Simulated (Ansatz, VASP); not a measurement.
Given: the input of a run of VASP 6.6.1 on CdSe.

Contents of INCAR:

```
  PREC = Accurate
  ENCUT = 520
  EDIFF = 1E-6
  ISMEAR = -1
  SIGMA = 0.05
  LREAL = F
  LASPH = T
  NELM = 100
  ALGO = Normal
  ISIF = 2
  LWAVE = F
  LCHARG = F
  NBANDS = 26
```

Contents of KPOINTS:

```
regular mesh
0
Gamma
  7 7 4
```

Contents of POSCAR:

```
CdSe
1.0
    4.2418847678      0.0000000000      0.0000000000
   -2.1209423839      3.6735799689      0.0000000000
    0.0000000000      0.0000000000      6.9251235047
Cd Se
2 2
Direct
    0.6666666667      0.3333333333      0.5000000000
    0.3333333333      0.6666666667      0.0000000000
    0.6666666667      0.3333333333      0.8850000000
    0.3333333333      0.6666666667      0.3850000000
```

Potentials or basis: VASP PAW LDA potentials, release 64 (Cd, Se).

Command:

```console
$ cat potpaw_LDA.64/Cd/POTCAR potpaw_LDA.64/Se/POTCAR > POTCAR
$ mpirun -np 1 vasp_std > vasp.out
```

Task: Translate it to Ansatz 0.2.0. Potentials there: all-electron LAPW, scalar-relativistic.

Result: As run (the cutoff follows the program's own potentials):

The input input.yaml:

```yaml
crystal:
  lattice:
    - [4.2418847678, 0.0, 0.0]
    - [-2.1209423839, 3.6735799689, 0.0]
    - [0.0, 0.0, 6.9251235047]
  atoms:
    - { symbol: Cd, position: [0.6666666667, 0.3333333333, 0.5] }
    - { symbol: Cd, position: [0.3333333333, 0.6666666667, 0.0] }
    - { symbol: Se, position: [0.6666666667, 0.3333333333, 0.885] }
    - { symbol: Se, position: [0.3333333333, 0.6666666667, 0.385] }
kpoints:
  mp_grid: { grid: [7, 7, 4] }
scf:
  occupations: { method: fermi_dirac, width: 0.05 }
hamiltonian:
  xc: lda
  pseudopotentials: { kind: all_electron, lapw: { basis_error: 0.002 } }
output:
  forces: true
  stress: true
  eigenvalues: true
```

Potentials or basis: all-electron LAPW, scalar-relativistic.

Launch:

```sh
$ ansatz run input.yaml --threads 2 --pin off --max-ram 6144MiB --backend cpu --events-out ev --progress --plain --runs-dir out
```

Both were run:

|  | VASP | Ansatz | Ansatz less VASP |
| --- | --- | --- | --- |
| gap on the k mesh at the Fermi level (eV) | 0.55 | 0.51 | -0.035 |
| least direct gap on the mesh (eV) | 0.55 | 0.51 | -0.035 |
| pressure (GPa) | 0.9 | 0.4 | -0.49 |
| traceless stress, the component that is largest in VASP (GPa) | -1.49 | -1.41 | +0.081 |
| rms of the force components (eV/Å) | 0.179 | 0.171 | -0.0078 |

LDA's correlation is that of Perdew and Zunger in VASP and of Perdew and Wang (1992) in Ansatz. Atom by atom the forces differ by 0.008 eV/Å (rms over components). Ansatz ran all-electron here, and VASP with PAW potentials.
